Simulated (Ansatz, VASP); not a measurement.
**AlN: VASP beside Ansatz**

```
CELL_PARAMETERS angstrom
-0.00562 2.02072 2.02072
2.02072 -0.00562 2.02072
2.02072 2.02072 -0.00562
ATOMIC_POSITIONS crystal
Al 0.00000 0.00000 0.00000
N 0.50000 0.50000 0.50000
```

Change from the starting cell: epitaxial_111 strain +0.4%.

Alike in both runs: task single point; functional r2SCAN; k mesh 10 × 10 × 10; no spin polarisation.

|  | VASP | Ansatz |
| --- | --- | --- |
| version | VASP 6.6.1 | Ansatz 0.2.0 |
| potentials or method | VASP PAW PBE potentials, release 64 (Al, N) | plane waves, PAW |
| plane-wave cutoff (eV) | 520 | 500 |
| occupations | gaussian, width 0.01 eV | fixed |
| valence electrons in the cell | 8 | 8 |

VASP gave:

- gap on the k mesh at the Fermi level (eV): 5.41
- pressure (GPa): -2.7
- traceless stress, the component that is largest in VASP (GPa): 0.93

**Question.** What did Ansatz give for the same quantities?

**Answer.** gap on the k mesh at the Fermi level (eV): 5.41; pressure (GPa): -1.9; traceless stress, the component that is largest in VASP (GPa): 0.93.

VASP's potentials were made for PBE, not for r2SCAN.
